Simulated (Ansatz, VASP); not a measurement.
# SiC3: VASP beside Ansatz

```
C Si
1.0
     1.39021    0.80264    4.59841
    -1.39021    0.80264    4.59841
     0.00000   -1.60528    4.59841
C Si
3 1
Direct
  0.00862 0.00862 0.00862
  0.48835 0.48835 0.48835
  0.37912 0.37912 0.37912
  0.87391 0.87391 0.87391
```

Alike in both runs: task single point; functional PBE; k mesh 8 × 8 × 8; no spin polarisation.

```csv
,VASP,Ansatz
version,VASP 6.6.1,Ansatz 0.2.0
potentials or method,"VASP PAW PBE potentials, release 64 (C, Si)","plane waves, PAW"
plane-wave cutoff (eV),520,420
occupations,"gaussian, width 0.01 eV",fixed
valence electrons in the cell,16,16
```

VASP gave:

```
gap on the k mesh at the Fermi level (eV)                     : 1.47
pressure (GPa)                                                : 19.3
traceless stress, the component that is largest in VASP (GPa) : 2.17
rms of the force components (eV/Å)                            : 0.181
```

Estimate Ansatz's values.

gap on the k mesh at the Fermi level (eV): 1.48; pressure (GPa): 19.2; traceless stress, the component that is largest in VASP (GPa): 2.19; rms of the force components (eV/Å): 0.182.

Atom by atom the forces differ by 0.017 eV/Å (rms over components).
